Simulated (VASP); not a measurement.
Crystal: BC.

```
B C
1.0
    -2.88207    2.88207    1.70030
     2.88207   -2.88207    1.70030
     2.88207    2.88207   -1.70030
B C
4 4
Cartesian
  0.0000 0.0000 2.6665
  0.0000 2.8821 0.1161
  0.0000 0.0000 0.7341
  0.0000 2.8821 1.5842
  0.8160 0.8160 1.7003
  2.0660 2.0660 0.0000
  2.0660 0.8160 0.8502
  3.6981 -0.8160 0.8502
```

The cell was generated, and may not be a known phase.

* Program: VASP 6.6.1
* Task: relaxation of cell and atoms
* Functional: PBE
* Potentials or basis: VASP PAW PBE potentials, release 64 (B, C)
* Cutoff: 600 eV
* k mesh: 6 × 6 × 6
* Occupations: gaussian, width 0.1 eV
* Spin: no spin polarisation

At the start: pressure 56.4 GPa; volume 7.06 Å³/atom.

Problem. How do energy, volume and symmetry change on relaxing?

Solution. Over 13 steps the energy falls by 327.3 meV/atom and the volume is 8.56 Å³/atom (+21.3 %); space group I4_122 (No. 98, to 0.1 Å) before and after.

The path:
| step | energy change (eV) | largest force (eV/Å) | pressure (GPa) | volume (Å³) |
| --- | --- | --- | --- | --- |
| 1 | 0.0000 | 3.4714 | 56.36 | 56.49 |
| 2 | 0.2385 | 3.3305 | -22.46 | 79.29 |
| 3 | -2.1526 | 0.8718 | 5.39 | 65.60 |
| 4 | -2.1599 | 0.7326 | 6.97 | 65.17 |
| 5 | -2.1609 | 0.6630 | 7.76 | 64.96 |
| 6 | -2.5089 | 0.4456 | -5.22 | 69.69 |
| 7 | -2.5090 | 0.4199 | -4.96 | 69.58 |
| 8 | -2.6042 | 0.4745 | 0.89 | 68.23 |
| 9 | -2.6042 | 0.4750 | 0.90 | 68.23 |
| 10 | -2.6140 | 0.3039 | 0.66 | 68.36 |
| 11 | -2.6181 | 0.0511 | 0.70 | 68.32 |
| 12 | -2.6186 | 0.0691 | -0.22 | 68.62 |
| 13 | -2.6187 | 0.0276 | 0.10 | 68.52 |

Final structure:
```cif
data_structure
_symmetry_space_group_name_H-M 'P 1'
_symmetry_Int_Tables_number 1
_cell_length_a 4.7842
_cell_length_b 4.7842
_cell_length_c 4.7842
_cell_angle_alpha 97.413
_cell_angle_beta 97.413
_cell_angle_gamma 137.899
_cell_volume 68.52
loop_
_atom_site_label
_atom_site_type_symbol
_atom_site_fract_x
_atom_site_fract_y
_atom_site_fract_z
_atom_site_occupancy
B1 B 0.76027 0.76027 0.00000 1
B2 B 0.51027 0.01027 0.50000 1
B3 B 0.23973 0.23973 0.00000 1
B4 B 0.98973 0.48973 0.50000 1
C1 C 0.65014 0.65014 0.30027 1
C2 C 0.34986 0.34986 0.69973 1
C3 C 0.40014 0.59986 0.50000 1
C4 C 0.09986 0.90014 0.50000 1
```

Caveat: the volume moved by over 15 % at a fixed basis, so the end points are rough.
